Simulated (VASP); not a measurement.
# As in VASP: a series of runs

The runs below take As through single point, relaxation of cell and atoms, with PBE.

All numbers are computed with VASP 6.6.1; they aren't measurements. Logs are shortened: lines on timing, memory, paths and dates and some standing lists are left out, and cuts for length are marked.

## 1. The cell of the first run

The typed cell holds 8 atoms: a = 5.017 Å, b = 5.026 Å, c = 8.194 Å, α = 89.64°, β = 90.52°, γ = 109.37°.

## 2. Single point, PBE

Input file INCAR:

```
ALGO = Normal
EDIFF = 1E-7
ENCUT = 520
GGA = PE
ISIF = 2
ISMEAR = 0
LASPH = T
LCHARG = F
LREAL = F
LWAVE = F
NBANDS = 30
NELM = 60
PREC = Accurate
SIGMA = 0.1
```

Input file KPOINTS:

```
k-points
0
Gamma
  4 4 2
```

Input file POSCAR:

```
As
1.0
   -2.9118092386      2.8792926330      2.8986504072
    2.9104407691     -2.8876075069      2.9063441660
    5.8206871365      5.7672304271     -0.0099934700
As
8
Direct
    0.0329715775      0.0377717724      0.0358476204
    0.5326647598      0.5373037301      0.5357340279
    0.2873321303      0.7836699120      0.2136344061
    0.7870269847      0.2832865849      0.7137317002
    0.7513797578      0.1785618596      0.2493452763
    0.2511089745      0.6782053168      0.7491953904
    0.4288988153      0.5007966212      1.0012111015
    0.9286169999      0.0004042029      0.5013004773
```

Potentials or basis: VASP PAW PBE potentials, release 64 (As).

The run is started by

```
$ cat potpaw_PBE.64/As/POTCAR > POTCAR
$ mpirun -np 1 vasp_std > vasp.out
```

OUTCAR:

```text
EDIFF = 1E-7
   ENCUT = 520
   GGA = PE
   ISIF = 2
   ISMEAR = 0
   LASPH = T
   LREAL = F
   NELM = 60
   PREC = Accurate

 ion  position               nearest neighbor table
   1  0.033  0.038  0.036-   5 2.51   7 2.53   3 2.53
   2  0.533  0.537  0.536-   6 2.51   8 2.53   4 2.53
   3  0.287  0.784  0.214-   7 2.51   5 2.52   1 2.53
   4  0.787  0.283  0.714-   8 2.51   6 2.52   2 2.53
   5  0.751  0.179  0.249-   1 2.51   8 2.52   3 2.52
   6  0.251  0.678  0.749-   2 2.51   7 2.52   4 2.52
   7  0.429  0.501  0.001-   3 2.51   6 2.52   1 2.53
   8  0.929  0.000  0.501-   4 2.51   5 2.52   2 2.53

  LATTYP: Found a triclinic cell.
 ALAT       =     5.0170841424
 B/A-ratio  =     1.0016799931
 C/A-ratio  =     1.6332172508
 COS(alpha) =     0.0062707411
 COS(beta)  =     0.0090526567
 COS(gamma) =     0.3317455321

  Lattice vectors:

 A1 = (  -2.9118092386,   2.8792926330,   2.8986504072)
 A2 = (  -2.9104407691,   2.8876075069,  -2.9063441660)
 A3 = (  -5.8206871365,  -5.7672304271,   0.0099934700)

Analysis of symmetry for initial positions (statically):
=====================================================================
 Subroutine PRICEL returns:
 Original cell was already a primitive cell.

 Routine SETGRP: Setting up the symmetry group for a
 triclinic supercell.

 Subroutine GETGRP returns: Found  1 space group operations
 (whereof  1 operations were pure point group operations)
 out of a pool of  2 trial point group operations.

The static configuration has the point symmetry C_1 .

Analysis of symmetry for dynamics (positions and initial velocities):
=====================================================================
 Subroutine PRICEL returns:
 Original cell was already a primitive cell.

 Routine SETGRP: Setting up the symmetry group for a
 triclinic supercell.

 Subroutine GETGRP returns: Found  1 space group operations
 (whereof  1 operations were pure point group operations)
 out of a pool of  2 trial point group operations.

The dynamic configuration has the point symmetry C_1 .

 Subroutine INISYM returns: Found  1 space group operations
 (whereof  1 operations are pure point group operations),
 and found     1 'primitive' translations

----------------------------------------------------------------------------------------

                                     Primitive cell

  volume of cell :     194.8894

  direct lattice vectors                    reciprocal lattice vectors
    -2.911809239  2.879292633  2.898650407    -0.085857401  0.086951899  0.172369756
     2.910440769 -2.887607507  2.906344166     0.085925437 -0.086423562  0.172161916
     5.820687137  5.767230427 -0.009993470     0.085886549  0.086711068  0.000144449

  length of vectors
     5.017084142  5.025512809  8.193988370     0.211289988  0.210931121  0.122046424

  position of ions in fractional coordinates (direct lattice)
     0.032971577  0.037771772  0.035847620
     0.532664760  0.537303730  0.535734028
     0.287332130  0.783669912  0.213634406
     0.787026985  0.283286585  0.713731700
     0.751379758  0.178561860  0.249345276
     0.251108974  0.678205317  0.749195390
     0.428898815  0.500796621  0.001211101
     0.928617000  0.000404203  0.501300477

  ion indices of the primitive-cell ions
   primitive index   ion index
                 1           1
                 2           2
                 3           3
                 4           4
                 5           5
                 6           6
                 7           7
                 8           8

----------------------------------------------------------------------------------------

 KPOINTS: k-points

Automatic generation of k-mesh.
 Grid dimensions read from file:
 generate k-points for:    4    4    2

 Generating k-lattice:

  Cartesian coordinates                     Fractional coordinates (reciprocal lattice)
    -0.021464350  0.021737975  0.043092439     0.250000000 -0.000000000  0.000000000
     0.021481359 -0.021605890  0.043040479     0.000000000  0.250000000 -0.000000000
     0.042943275  0.043355534  0.000072224     0.000000000 -0.000000000  0.500000000

  Length of vectors
     0.052822497  0.052732780  0.061023212

  Shift w.r.t. Gamma in fractional coordinates (k-lattice)
     0.000000000  0.000000000  0.000000000

 Subroutine IBZKPT returns following result:
 ===========================================

 Found     20 irreducible k-points:

 Following reciprocal coordinates:
            Coordinates               Weight
  0.000000  0.000000  0.000000      1.000000
  0.250000  0.000000 -0.000000      2.000000
  0.500000  0.000000 -0.000000      1.000000
  0.000000  0.250000 -0.000000      2.000000
  0.250000  0.250000 -0.000000      2.000000
  0.500000  0.250000 -0.000000      2.000000
[... 12 lines left out ...]
  0.250000  0.500000  0.500000      2.000000
  0.500000  0.500000  0.500000      1.000000
   k-points           NKPTS =     20   k-points in BZ     NKDIM =     20   number of bands    NBANDS=     30
   number of dos      NEDOS =    301   number of ions     NIONS =      8
   total plane-waves  NPLWV = 102400
   dimension x,y,z NGX =    40 NGY =   40 NGZ =   64
   dimension x,y,z NGXF=    80 NGYF=   80 NGZF=  128
   ions per type =               8
   NGX,Y,Z   is equivalent  to a cutoff of  13.25, 13.23, 12.98 a.u.
   NGXF,Y,Z  is equivalent  to a cutoff of  26.51, 26.46, 25.97 a.u.
 SYSTEM =  unknown system
   PREC   = accura    normal or accurate (medium, high low for compatibility)
   ISTART =      0    job   : 0-new  1-cont  2-samecut
   ICHARG =      2    charge: 1-file 2-atom 10-const
   ISPIN  =      1    spin polarized calculation?
   LNONCOLLINEAR =      F non collinear calculations
   LSORBIT =      F    spin-orbit coupling
   LASPH  =      T    aspherical Exc in radial PAW
   ENCUT  =  520.0 eV  38.22 Ry    6.18 a.u.   9.33  9.34 15.24*2*pi/ulx,y,z
   NELM   =     60;   NELMIN=  2; NELMDL= -5     # of ELM steps
   EDIFF  = 0.1E-06   stopping-criterion for ELM
   LREAL  =      F    real-space projection
   EDIFFG = 0.1E-05   stopping-criterion for IOM
   NSW    =      0    number of steps for IOM
   IBRION =     -1    ionic relax: 0-MD 1-quasi-New 2-CG
   NFREE  =      0    steps in history (QN), initial steepest desc. (CG)
   ISIF   =      2    stress and relaxation
   ISYM   =      2    0-nonsym 1-usesym 2-fastsym
   POTIM  = 0.5000    time-step for ionic-motion
   TEBEG  =    0.0;   TEEND  =   0.0 temperature during run
   PSTRESS=    0.0 pullay stress
   NELECT =      40.0000    total number of electrons
   NUPDOWN=      -1.0000    fix difference up-down
   EMIN   =  10.00;   EMAX   =-10.00  energy-range for DOS
   EFERMI =   0.00;   METHOD = LEGACY
   ISMEAR =     0;   SIGMA  =   0.10  broadening in eV -4-tet -1-fermi 0-gaus
   EFERMI_NEDOS =   21; number of points for ismear=-14 and -15
   IALGO  =     38    algorithm
   IMIX   =      4    mixing-type and parameters
     AMIX     =   0.40;   BMIX     =  1.00
     AMIX_MAG =   1.60;   BMIX_MAG =  1.00
  volume/ion in A,a.u.               =      24.36       164.40
  Fermi-wavevector in a.u.,A,eV,Ry     =   0.965677  1.824866 12.687880  0.932533
  Thomas-Fermi vector in A             =   2.095414
   LORBIT       =      0    0 simple, 1 ext, 2 COOP (PROOUT), +10 PAW based schemes
   GGA     = PE    functional components
   LHFCALC =     F    Hartree Fock is set to
   AEXX    =    0.0000 exact exchange contribution
   IVDW    =     0    specifies the selected vdW correction
   LEPSILON=     F    determine dielectric tensor
   LRPA    =     F    only Hartree local field effects (RPA)
 non-spin polarized calculation
 Gauss-broadening in eV      SIGMA  =   0.10
  energy-cutoff  :      520.00
  volume of cell :      194.89
 maximum number of plane-waves:      5267
 NGX is ok and might be reduce to    40
   NGX = 19   NGY = 19   NGZ = 31

 number of electron      40.0000000 magnetization

 Free energy of the ion-electron system (eV)
  ---------------------------------------------------
  ext. energy  EPLUGINS =         0.00000000
  ---------------------------------------------------
  free energy    TOTEN  =       -37.14186458 eV

  energy without entropy =      -37.14186458  energy(sigma->0) =      -37.14186458

 E-fermi :   3.9344     XC(G=0):  -9.3247

 val. band max:        3.4842632311   @ k =   0.5000   0.2500   0.5000
 cond. band min:       4.5787999520   @ k =   0.2500   0.0000   0.5000
 fundamental gap:      1.0945367210
 Fermi energy:         3.9343918137

 k-point     1 :       0.0000    0.0000    0.0000
  band No.  band energies     occupation
      1     -10.2779      2.00000
      2      -9.1359      2.00000
      3      -7.9573      2.00000
      4      -5.9829      2.00000
      5      -5.2909      2.00000
      6      -5.2440      2.00000
[... 22 lines left out ...]
     29       9.0044      0.00000
     30       9.2352      0.00000

 k-point     2 :       0.2500    0.0000   -0.0000
  band No.  band energies     occupation
      1      -9.9774      2.00000
      2      -8.8948      2.00000
      3      -8.1001      2.00000
      4      -6.5235      2.00000
      5      -6.3327      2.00000
      6      -5.5759      2.00000
[... 22 lines left out ...]
     29       7.7729      0.00000
     30       8.5748      0.00000

 k-point     3 :       0.5000    0.0000   -0.0000
  band No.  band energies     occupation
      1      -9.1942      2.00000
      2      -9.1936      2.00000
      3      -7.7744      2.00000
      4      -7.7735      2.00000
      5      -6.1767      2.00000
      6      -6.1752      2.00000
[... 550 lines left out ...]
     29       7.7972      0.00000
     30       8.0792      0.00000

 k-point    20 :       0.5000    0.5000    0.5000
  band No.  band energies     occupation
      1      -8.8159      2.00000
      2      -8.8155      2.00000
      3      -7.8952      2.00000
      4      -7.8942      2.00000
      5      -6.8871      2.00000
      6      -6.8863      2.00000
[... 22 lines left out ...]
     29       8.1363      0.00000
     30       8.1377      0.00000

------------------------ aborting loop because EDIFF is reached ----------------------------------------

  FORCE on cell =-STRESS in cart. coord.  units (eV):
  Direction    XX          YY          ZZ          XY          YZ          ZX
  --------------------------------------------------------------------------------------
  -------------------------------------------------------------------------------------
  Total        0.2541104      0.4115811      0.2036139      0.0254146      0.0116205      0.0029347
  in kB        2.0890306      3.3835901      1.6739005      0.2089322      0.0955316      0.0241264
  external PRESSURE =       2.3821737 kB  Pullay stress =       0.0000000 kB

 VOLUME and BASIS-vectors are now :
 -----------------------------------------------------------------------------
  energy-cutoff  :      520.00
  volume of cell :      194.89
      direct lattice vectors                 reciprocal lattice vectors
    -2.911809239  2.879292633  2.898650407    -0.085857401  0.086951899  0.172369756
     2.910440769 -2.887607507  2.906344166     0.085925437 -0.086423562  0.172161916
     5.820687137  5.767230427 -0.009993470     0.085886549  0.086711068  0.000144449

 POSITION                                       TOTAL-FORCE (eV/Angst)
 -----------------------------------------------------------------------------------
      0.22258      0.19261      0.20499        -0.022227     -0.011070     -0.049191
      3.13111      3.07188      3.10024        -0.020846     -0.008091     -0.048657
      2.68767     -0.20354      3.10835         0.022924      0.015819     -0.046084
      2.68723      5.56432      3.09751         0.021356      0.012567     -0.047263
     -0.21682      3.08586      2.69446         0.020132     -0.011524      0.045049
      5.60353      3.08541      2.69149         0.022151     -0.012249      0.047652
      0.21572     -0.20419      2.69870        -0.021733      0.007569      0.048181
      0.21513      5.56371      2.68790        -0.021757      0.006979      0.050313
 -----------------------------------------------------------------------------------
    total drift:                               -0.000019     -0.000067     -0.000029

  FREE ENERGIE OF THE ION-ELECTRON SYSTEM (eV)
  ---------------------------------------------------
  free  energy   TOTEN  =       -37.1418645812 eV

  energy  without entropy=      -37.1418645811  energy(sigma->0) =      -37.14186458
```

Wall time 59 s (1 thread of AMD EPYC 9R45 (Zen 5), shared host); peak memory 0.3 GiB.

What came out:

| Property | Result |
| --- | --- |
| Free energy | -37.1419 eV |
| Pressure | 0.2 GPa |
| Largest force | 0.055 eV/Å |
| Band gap on the k mesh | 1.09 eV |

Forces in eV/Å, atoms in the order of the input:
```
As  -0.022 -0.011 -0.049
As  -0.021 -0.008 -0.049
As   0.023  0.016 -0.046
As   0.021  0.013 -0.047
As   0.020 -0.012  0.045
As   0.022 -0.012  0.048
As  -0.022  0.008  0.048
As  -0.022  0.007  0.050
```

Levels at points of the mesh, in eV from the valence-band top:
```tsv
k point	band 16	band 17	band 18	band 19	band 20	band 21	band 22	band 23	band 24	band 25
(0.00, 0.00, 0.00)	-2.25	-1.80	-1.67	-0.65	-0.47	1.30	1.80	2.03	2.14	2.14
(0.50, 0.00, 0.00)	-1.88	-0.79	-0.79	-0.53	-0.53	1.41	1.42	2.18	2.18	2.87
(0.00, 0.50, 0.00)	-1.87	-0.79	-0.79	-0.53	-0.53	1.41	1.41	2.18	2.18	2.87
(0.50, 0.50, 0.00)	-1.08	-1.05	-1.02	-0.66	-0.48	1.31	1.76	2.88	3.24	4.14
(0.00, 0.00, 0.50)	-2.43	-2.09	-2.09	-0.88	-0.88	1.67	1.67	1.99	1.99	3.01
(0.50, 0.00, 0.50)	-1.69	-0.63	-0.58	-0.54	-0.50	1.28	1.29	1.80	1.86	2.78
(0.00, 0.50, 0.50)	-1.67	-0.63	-0.58	-0.54	-0.49	1.28	1.28	1.77	1.87	2.77
(0.50, 0.50, 0.50)	-1.77	-0.72	-0.72	-0.44	-0.44	2.63	2.63	3.72	3.72	4.00
```

A k mesh can miss the band edges.

(Part 1 of 2 ends here.)
